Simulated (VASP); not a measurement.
# Si6Ni3B in VASP: a series of runs

The runs below take Si6Ni3B through single point, with PBEsol.

Everything below comes from runs of VASP 6.6.1. Logs are shortened: lines on timing, memory, paths and dates and some standing lists are left out, and cuts for length are marked.

### Step 1. The cell of the first run

The cell holds a slab with vacuum, 10 atoms: a = 3.812 Å, b = 3.812 Å, c = 26.782 Å, α = 90.00°, β = 90.00°, γ = 120.00°.

### Step 2. Single point, PBEsol

INCAR reads:

```
ALGO = Normal
DIPOL = 0.5 0.5 0.484
EDIFF = 1E-6
ENCUT = 520
GGA = PS
IDIPOL = 3
ISIF = 2
ISMEAR = 0
LASPH = True
LCHARG = False
LDIPOL = True
LREAL = False
LWAVE = False
NBANDS = 40
NELM = 60
PREC = Accurate
SIGMA = 0.1
```

KPOINTS reads:

```
k-points
0
Gamma
  9 9 1
```

POSCAR reads:

```
Si6Ni3B
1.0
    3.8123023566      0.0000000000      0.0000000000
   -1.9061511783      3.3015506877      0.0000000000
    0.0000000000      0.0000000000     26.7818295990
Si Ni B
6 3 1
Direct
    0.0000000000      0.0000000000      0.3173793623
    0.3333333333      0.6666666667      0.3754921180
    0.6666666667      0.3333333333      0.4336048737
    0.0000000000      0.0000000000      0.4921004790
    0.3333333333      0.6666666667      0.5514609529
    0.6666666667      0.3333333333      0.6059883252
    0.6666666667      0.3333333333      0.3464357401
    0.3333333333      0.6666666667      0.4625178016
    0.0000000000      0.0000000000      0.5762055241
    0.6666666667      0.3333333333      0.6825513557
```

Potentials or basis: VASP PAW PBE potentials, release 64 (Si, Ni, B).

The run is started by

```console
$ cat potpaw_PBE.64/Si/POTCAR potpaw_PBE.64/Ni/POTCAR potpaw_PBE.64/B/POTCAR > POTCAR
$ mpirun -np 1 vasp_std > vasp.out
```

OUTCAR:

```text
EDIFF = 1E-6
   ENCUT = 520
   GGA = PS
   ISIF = 2
   ISMEAR = 0
   LASPH = True
   LREAL = False
   NELM = 60
   PREC = Accurate

 ion  position               nearest neighbor table
   1  0.000  0.000  0.317-   7 2.33   7 2.33   7 2.33   2 2.70   2 2.70   2 2.70
   2  0.333  0.667  0.375-   8 2.33   7 2.33   7 2.33   7 2.33   3 2.70   1 2.70   3 2.70   1 2.70
                             1 2.70   3 2.70
   3  0.667  0.333  0.434-   8 2.33   8 2.33   8 2.33   7 2.33   2 2.70   2 2.70   2 2.70   4 2.70
                             4 2.70   4 2.70
   4  0.000  0.000  0.492-   9 2.25   8 2.34   8 2.34   8 2.34   3 2.70   3 2.70   3 2.70   5 2.72
                             5 2.72   5 2.72
   5  0.333  0.667  0.551-   9 2.30   9 2.30   9 2.30   8 2.38   6 2.64   6 2.64   6 2.64   4 2.72
                             4 2.72   4 2.72
   6  0.667  0.333  0.606-  10 2.05   9 2.34   9 2.34   9 2.34   5 2.64   5 2.64   5 2.64
   7  0.667  0.333  0.346-   1 2.33   1 2.33   1 2.33   2 2.33   2 2.33   2 2.33   3 2.33
   8  0.333  0.667  0.463-   2 2.33   3 2.33   3 2.33   3 2.33   4 2.34   4 2.34   4 2.34   5 2.38

   9  0.000  0.000  0.576-   4 2.25   5 2.30   5 2.30   5 2.30   6 2.34   6 2.34   6 2.34
  10  0.667  0.333  0.683-   6 2.05

  LATTYP: Found a hexagonal cell.
 ALAT       =     3.8123023566
 C/A-ratio  =     7.0251063777

  Lattice vectors:

 A1 = (   3.8123023566,   0.0000000000,   0.0000000000)
 A2 = (  -1.9061511783,   3.3015506877,   0.0000000000)
 A3 = (   0.0000000000,   0.0000000000,  26.7818295990)

Analysis of symmetry for initial positions (statically):
=====================================================================
 Subroutine PRICEL returns:
 Original cell was already a primitive cell.

 Routine SETGRP: Setting up the symmetry group for a
 hexagonal supercell.

 Subroutine GETGRP returns: Found  6 space group operations
 (whereof  6 operations were pure point group operations)
 out of a pool of 24 trial point group operations.

The static configuration has the point symmetry C_3v.

Analysis of symmetry for dynamics (positions and initial velocities):
=====================================================================
 Subroutine PRICEL returns:
 Original cell was already a primitive cell.

 Routine SETGRP: Setting up the symmetry group for a
 hexagonal supercell.

 Subroutine GETGRP returns: Found  6 space group operations
 (whereof  6 operations were pure point group operations)
 out of a pool of 24 trial point group operations.

The dynamic configuration has the point symmetry C_3v.

 Subroutine INISYM returns: Found  6 space group operations
 (whereof  6 operations are pure point group operations),
 and found     1 'primitive' translations

----------------------------------------------------------------------------------------

                                     Primitive cell

  volume of cell :     337.0898

  direct lattice vectors                    reciprocal lattice vectors
     3.812302357  0.000000000  0.000000000     0.262308680  0.151443987  0.000000000
    -1.906151178  3.301550688  0.000000000     0.000000000  0.302887974  0.000000000
     0.000000000  0.000000000 26.781829599     0.000000000  0.000000000  0.037338749

  length of vectors
     3.812302357  3.812302357 26.781829599     0.302887974  0.302887974  0.037338749

  position of ions in fractional coordinates (direct lattice)
     0.000000000  0.000000000  0.317379362
     0.333333333  0.666666667  0.375492118
     0.666666667  0.333333333  0.433604874
     0.000000000  0.000000000  0.492100479
     0.333333333  0.666666667  0.551460953
     0.666666667  0.333333333  0.605988325
     0.666666667  0.333333333  0.346435740
     0.333333333  0.666666667  0.462517802
     0.000000000  0.000000000  0.576205524
     0.666666667  0.333333333  0.682551356

  ion indices of the primitive-cell ions
   primitive index   ion index
                 1           1
                 2           2
                 3           3
                 4           4
                 5           5
                 6           6
                 7           7
                 8           8
                 9           9
                10          10

----------------------------------------------------------------------------------------

 KPOINTS: k-points

Automatic generation of k-mesh.
 Grid dimensions read from file:
 generate k-points for:    9    9    1

 Generating k-lattice:

  Cartesian coordinates                     Fractional coordinates (reciprocal lattice)
     0.029145409  0.016827110  0.000000000     0.111111111  0.000000000  0.000000000
     0.000000000  0.033654219  0.000000000     0.000000000  0.111111111  0.000000000
     0.000000000  0.000000000  0.037338749     0.000000000  0.000000000  1.000000000

  Length of vectors
     0.033654219  0.033654219  0.037338749

  Shift w.r.t. Gamma in fractional coordinates (k-lattice)
     0.000000000  0.000000000  0.000000000

 Subroutine IBZKPT returns following result:
 ===========================================

 Found     12 irreducible k-points:

 Following reciprocal coordinates:
            Coordinates               Weight
  0.000000  0.000000  0.000000      1.000000
  0.111111 -0.000000  0.000000      6.000000
  0.222222 -0.000000  0.000000      6.000000
  0.333333 -0.000000  0.000000      6.000000
  0.444444 -0.000000  0.000000      6.000000
  0.111111  0.111111  0.000000      6.000000
  0.222222  0.111111  0.000000     12.000000
  0.333333  0.111111  0.000000     12.000000
  0.444444  0.111111  0.000000      6.000000
  0.222222  0.222222  0.000000      6.000000
  0.333333  0.222222  0.000000     12.000000
  0.333333  0.333333  0.000000      2.000000
   k-points           NKPTS =     12   k-points in BZ     NKDIM =     12   number of bands    NBANDS=     40
   number of dos      NEDOS =    301   number of ions     NIONS =     10
   total plane-waves  NPLWV = 156800
   dimension x,y,z NGX =    28 NGY =   28 NGZ =  200
   dimension x,y,z NGXF=    56 NGYF=   56 NGZF=  400
   ions per type =               6   3   1
   NGX,Y,Z   is equivalent  to a cutoff of  12.21, 12.21, 12.41 a.u.
   NGXF,Y,Z  is equivalent  to a cutoff of  24.42, 24.42, 24.83 a.u.
 SYSTEM =  unknown system
   PREC   = accura    normal or accurate (medium, high low for compatibility)
   ISTART =      0    job   : 0-new  1-cont  2-samecut
   ICHARG =      2    charge: 1-file 2-atom 10-const
   ISPIN  =      1    spin polarized calculation?
   LNONCOLLINEAR =      F non collinear calculations
   LSORBIT =      F    spin-orbit coupling
   LASPH  =      T    aspherical Exc in radial PAW
   ENCUT  =  520.0 eV  38.22 Ry    6.18 a.u.   7.09  7.09 49.80*2*pi/ulx,y,z
   NELM   =     60;   NELMIN=  2; NELMDL= -5     # of ELM steps
   EDIFF  = 0.1E-05   stopping-criterion for ELM
   LREAL  =      F    real-space projection
   EDIFFG = 0.1E-04   stopping-criterion for IOM
   NSW    =      0    number of steps for IOM
   IBRION =     -1    ionic relax: 0-MD 1-quasi-New 2-CG
   NFREE  =      0    steps in history (QN), initial steepest desc. (CG)
   ISIF   =      2    stress and relaxation
   ISYM   =      2    0-nonsym 1-usesym 2-fastsym
   POTIM  = 0.5000    time-step for ionic-motion
   TEBEG  =    0.0;   TEEND  =   0.0 temperature during run
   PSTRESS=    0.0 pullay stress
   NELECT =      57.0000    total number of electrons
   NUPDOWN=      -1.0000    fix difference up-down
   EMIN   =  10.00;   EMAX   =-10.00  energy-range for DOS
   EFERMI =   0.00;   METHOD = LEGACY
   ISMEAR =     0;   SIGMA  =   0.10  broadening in eV -4-tet -1-fermi 0-gaus
   EFERMI_NEDOS =   21; number of points for ismear=-14 and -15
   IALGO  =     38    algorithm
   IMIX   =      4    mixing-type and parameters
     AMIX     =   0.40;   BMIX     =  1.00
     AMIX_MAG =   1.60;   BMIX_MAG =  1.00
  volume/ion in A,a.u.               =      33.71       227.48
  Fermi-wavevector in a.u.,A,eV,Ry     =   0.905283  1.710738 11.150494  0.819538
  Thomas-Fermi vector in A             =   2.028833
   LORBIT       =      0    0 simple, 1 ext, 2 COOP (PROOUT), +10 PAW based schemes
   GGA     = PS    functional components
   LHFCALC =     F    Hartree Fock is set to
   AEXX    =    0.0000 exact exchange contribution
   IVDW    =     0    specifies the selected vdW correction
   LEPSILON=     F    determine dielectric tensor
   LRPA    =     F    only Hartree local field effects (RPA)
 non-spin polarized calculation
 Gauss-broadening in eV      SIGMA  =   0.10
  energy-cutoff  :      520.00
  volume of cell :      337.09
 maximum number of plane-waves:      9099
   NGX = 15   NGY = 15   NGZ = 99

 dipolmoment           0.000000      0.000000     -0.039528 electrons x Angstroem

 number of electron      56.9999997 magnetization

 dipolmoment           0.000000      0.000000      0.121879 electrons x Angstroem

 Free energy of the ion-electron system (eV)
  ---------------------------------------------------
  ext. energy  EPLUGINS =         0.00000000
  ---------------------------------------------------
  free energy    TOTEN  =       -57.90888718 eV

  energy without entropy =      -57.88879605  energy(sigma->0) =      -57.89884162

 E-fermi :   0.3658     XC(G=0):  -5.2925

 val. band max:        0.3538498218   @ k =   0.3333   0.2222   0.0000
 cond. band min:       0.4398600156   @ k =   0.1111  -0.0000   0.0000
 fundamental gap:      0.0860101938
 Fermi energy:         0.3657688898

 k-point     1 :       0.0000    0.0000    0.0000
  band No.  band energies     occupation
      1     -13.0418      2.00000
      2     -11.9657      2.00000
      3     -10.5505      2.00000
      4      -8.3183      2.00000
      5      -6.7507      2.00000
      6      -5.3353      2.00000
[... 32 lines left out ...]
     39       3.4009      0.00000
[... 472 lines left out ...]
     39       5.7713      0.00000
     40       5.9269      0.00000

------------------------ aborting loop because EDIFF is reached ----------------------------------------

 vacuum level on the upper side and lower side of the slab       (xc-potential included)         0.631        -1.133

  FORCE on cell =-STRESS in cart. coord.  units (eV):
  Direction    XX          YY          ZZ          XY          YZ          ZX
  --------------------------------------------------------------------------------------
  -------------------------------------------------------------------------------------
  Total       -4.2855616     -4.2855616     -1.2070047      0.0000000      0.0000000      0.0000000
  in kB      -20.3691438    -20.3691438     -5.7368568      0.0000000      0.0000000      0.0000000
  external PRESSURE =     -15.4917148 kB  Pullay stress =       0.0000000 kB

 VOLUME and BASIS-vectors are now :
 -----------------------------------------------------------------------------
  energy-cutoff  :      520.00
  volume of cell :      337.09
      direct lattice vectors                 reciprocal lattice vectors
     3.812302357  0.000000000  0.000000000     0.262308680  0.151443987  0.000000000
    -1.906151178  3.301550688  0.000000000     0.000000000  0.302887974  0.000000000
     0.000000000  0.000000000 26.781829599     0.000000000  0.000000000  0.037338749

 POSITION                                       TOTAL-FORCE (eV/Angst)
 -----------------------------------------------------------------------------------
      0.00000      0.00000      8.50000         0.000000      0.000000      0.579262
     -0.00000      2.20103     10.05637         0.000000     -0.000000     -0.582101
      1.90615      1.10052     11.61273        -0.000000     -0.000000     -0.175225
      0.00000      0.00000     13.17935         0.000000      0.000000     -0.012702
     -0.00000      2.20103     14.76913         0.000000     -0.000000      0.010450
      1.90615      1.10052     16.22948        -0.000000      0.000000     -0.010379
      1.90615      1.10052      9.27818        -0.000000     -0.000000      0.158687
     -0.00000      2.20103     12.38707        -0.000000     -0.000000      0.018695
      0.00000      0.00000     15.43184         0.000000     -0.000000      0.002868
      1.90615      1.10052     18.27997         0.000000     -0.000000      0.010445
 -----------------------------------------------------------------------------------
    total drift:                               -0.000001      0.000001     -0.001120

  FREE ENERGIE OF THE ION-ELECTRON SYSTEM (eV)
  ---------------------------------------------------
  free  energy   TOTEN  =       -57.9088871845 eV

  energy  without entropy=      -57.8887960532  energy(sigma->0) =      -57.89884162

 vacuum level on the upper side and lower side of the slab         6.473         4.689
```

It took 5.3 min on 1 thread of AMD EPYC 9R45 (Zen 5), shared host; peak memory 0.45 GiB.

What came out:

- Free energy: -57.9089 eV
- Largest force: 0.582 eV/Å
- Band gap on the k mesh: zero (an odd number of electrons rules out a gap without spin polarisation)

Forces in eV/Å, atoms in the order of the input:
```
Si   0.000  0.000  0.579
Si   0.000  0.000 -0.582
Si   0.000  0.000 -0.175
Si   0.000  0.000 -0.013
Si   0.000  0.000  0.010
Si   0.000  0.000 -0.010
Ni   0.000  0.000  0.159
Ni   0.000  0.000  0.019
Ni   0.000  0.000  0.003
B    0.000  0.000  0.010
```

Caveat: the PAW data sets were made with another functional, which shifts forces and pressure a little.

[end of part 1 of 2]
